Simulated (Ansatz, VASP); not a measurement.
Two plane-wave programs on CoW3

```
Co W
1.0
     3.80173    0.00000    0.00000
     0.00000    3.80173    0.00000
     0.00000    0.00000    4.09417
Co W
1 3
Direct
  0.00000 0.00000 0.00000
  0.00000 0.50000 0.50000
  0.50000 0.00000 0.50000
  0.50000 0.50000 0.00000
```

Change from the starting cell: strain -0.025 along x and y, +0.050 along z, atoms carried along.

Alike in both runs: task single point; functional PBE; k mesh 12 × 12 × 12; occupations gaussian, width 0.15 eV; no spin polarisation.

```csv
,VASP,Ansatz
version,VASP 6.6.1,Ansatz 0.2.0
potentials or method,"VASP PAW PBE potentials, release 64 (Co, W_sv), cutoff 520 eV","scalar-relativistic, plane waves, PAW"
valence electrons in the cell,51,59
```

Ansatz gave:

| Property | Result |
| --- | --- |
| gap on the k mesh at the Fermi level (eV) | none |
| pressure (GPa) | 0.8 |
| traceless stress, the component that is largest in VASP (GPa) | -2.36 |

Problem. Estimate VASP's values.

Solution. gap on the k mesh at the Fermi level (eV): none; pressure (GPa): 1.3; traceless stress, the component that is largest in VASP (GPa): -2.25.

A gap of «none» marks a metal or a gap that the smearing closes. The functional is the same, so the differences come from potentials, cutoffs and numerics. VASP's potentials hold 51 valence electrons a cell and Ansatz's 59, so a difference there can come from the potentials and not from the codes.

Neither program's run includes spin-orbit coupling.
